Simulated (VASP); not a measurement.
Ti: single point with LDA

The system is Ti.

```xyz
2
Lattice="2.9252 0.0000 0.0000 -1.4626 2.5333 0.0000 0.0000 0.0000 4.6407" Properties=species:S:1:pos:R:3 pbc="T T T"
Ti    0.0000    1.6889    1.1602
Ti    1.4626    0.8444    3.4805
```

* Program: VASP 6.6.1
* Task: single point
* Functional: LDA
* Potentials or basis: VASP PAW LDA potentials, release 64 (Ti_sv)
* Cutoff: 520 eV
* k mesh: 11 × 11 × 6
* Occupations: methfessel-paxton, width 0.1 eV
* Spin: no spin polarisation
* Dipole correction: no
* Further INCAR settings: ALGO = Normal; EDIFF = 1e-06; NBANDS = 19

```json
{"Pressure": "-7.6 GPa", "Band gap on the k mesh": "zero (band 12 reaches 8.95 eV, above the bottom of band 13 at 8.01 eV)"}
```

Stress tensor (GPa, compression positive):
```
-7.41  0.00  0.00
 0.00 -7.41  0.00
 0.00  0.00 -7.88
```

Levels at points of the mesh, in eV from the Fermi level:
```csv
k point,band 9,band 10,band 11,band 12,band 13,band 14,band 15,band 16
"(0.00, 0.00, 0.00)",-6.17,-2.72,0.74,0.74,0.84,0.87,1.24,1.24
"(0.00, 0.00, 0.50)",-4.31,-4.31,0.06,0.06,0.64,0.64,0.64,0.64
```

Run time: 13 s on 1 thread of Intel(R) Xeon(R) 6975P-C (Granite Rapids), with other jobs on the host, peak memory 0.15 GiB.
